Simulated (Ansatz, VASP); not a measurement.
## Two plane-wave programs on SrMg3O4

```
Sr Mg O
1.0
     3.25863    0.00000    0.00000
     0.00000    3.25863    0.00000
     0.00000    0.00000    8.87523
Sr Mg O
1 3 4
Cartesian
  0.0000 0.0000 0.0000
  1.6293 1.6293 6.4629
  0.0000 0.0000 4.4376
  1.6293 1.6293 2.4123
  0.0000 0.0000 2.4369
  1.6293 1.6293 0.0000
  0.0000 0.0000 6.4383
  1.6293 1.6293 4.4376
```

Alike in both runs: task single point; functional PBEsol; k mesh 8 × 8 × 4; occupations gaussian, width 0.05 eV; no spin polarisation.

|  | VASP | Ansatz |
| --- | --- | --- |
| version | VASP 6.6.1 | Ansatz 0.2.0 |
| potentials or method | VASP PAW PBE potentials, release 64 (Sr_sv, Mg_sv, O), cutoff 750 eV | scalar-relativistic, plane waves, PAW |
| valence electrons in the cell | 64 | 64 |

Ansatz gave:

```
gap on the k mesh at the Fermi level (eV)                     : 2.18
least direct gap on the mesh (eV)                             : 2.49
pressure (GPa)                                                : 0.0
traceless stress, the component that is largest in VASP (GPa) : -0.01
rms of the force components (eV/Å)                            : 0.000
```

Task: Estimate VASP's values.

Result: gap on the k mesh at the Fermi level (eV): 2.17; least direct gap on the mesh (eV): 2.45; pressure (GPa): 0.2; traceless stress, the component that is largest in VASP (GPa): -0.13; rms of the force components (eV/Å): 0.008.

VASP's potentials were made for PBE, not for PBEsol. Atom by atom the forces differ by 0.008 eV/Å (rms over components).
